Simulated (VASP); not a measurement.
Set up this calculation in VASP 6.6.1, as the native input.

| Item | Value |
| --- | --- |
| Task | single point |
| Functional | PBE |
| Potentials or basis | VASP PAW PBE potentials, release 64 (Ni, Bi_d, Cl) |
| Cutoff | 520 eV |
| k mesh | 8 × 8 × 8 |
| Occupations | gaussian, width 0.1 eV |
| Spin | collinear spin, ferromagnetic start |
| Starting moments | [1.94, 0.0, 0.0, 0.0, 0.0] μB |
| Dipole correction | no |
| Further INCAR settings | ALGO = Normal; EDIFF = 1e-07; NBANDS = 35 |

The structure of NiBiCl3 lies in POSCAR:

```
NiBiCl3
1.0
    5.4910198491      0.0000000000      0.0000000000
    0.0000000000      5.4910198491      0.0000000000
    0.0000000000      0.0000000000      5.4910198491
Ni Bi Cl
1 1 3
Direct
    0.5000000000      0.5000000000      0.5000000000
    0.0000000000      0.0000000000      0.0000000000
    0.5000000000      0.0000000000      0.0000000000
    0.0000000000      0.5000000000      0.0000000000
    0.0000000000      0.0000000000      0.5000000000
```

These files were run (other wordings do the same):

INCAR

```
SYSTEM = NiBiCl3
ALGO = Normal
EDIFF = 1E-7
ENCUT = 520
GGA = PE
ISIF = 2
ISMEAR = 0
ISPIN = 2
LASPH = .True.
LCHARG = .True.
LELF = .True.
LMAXMIX = 4
LORBIT = 11
LREAL = .False.
LVHAR = .True.
LWAVE = .False.
MAGMOM = 1.94 0 0 0 0
NBANDS = 35
NELM = 150
PREC = Accurate
SIGMA = 0.1
```

KPOINTS

```
k-points
0
Gamma
  8 8 8
  0 0 0
```

Potentials or basis: VASP PAW PBE potentials, release 64 (Ni, Bi_d, Cl).

Run with:

```sh
$ cat potpaw_PBE.64/Ni/POTCAR potpaw_PBE.64/Bi_d/POTCAR potpaw_PBE.64/Cl/POTCAR > POTCAR
$ mpirun -np 1 vasp_std > vasp.out
```

Results of the run:

```json
{
  "Pressure": "0.0 GPa",
  "Net moment": "2.11 μB per cell",
  "Site moments": "Ni +1.48; Bi +0.01; Cl +0.02 μB",
  "Valence electrons inside the program's atomic spheres": "Ni 8.71; Bi 12.50; Cl 5.10"
}
```

Caveat: a cell with one magnetic atom can't hold antiferromagnetic order, which such compounds often take.

Run time: 14 min on 1 thread of AMD EPYC 7R43 64-Core Processor (Zen 3) (shared host), peak memory 0.46 GiB.
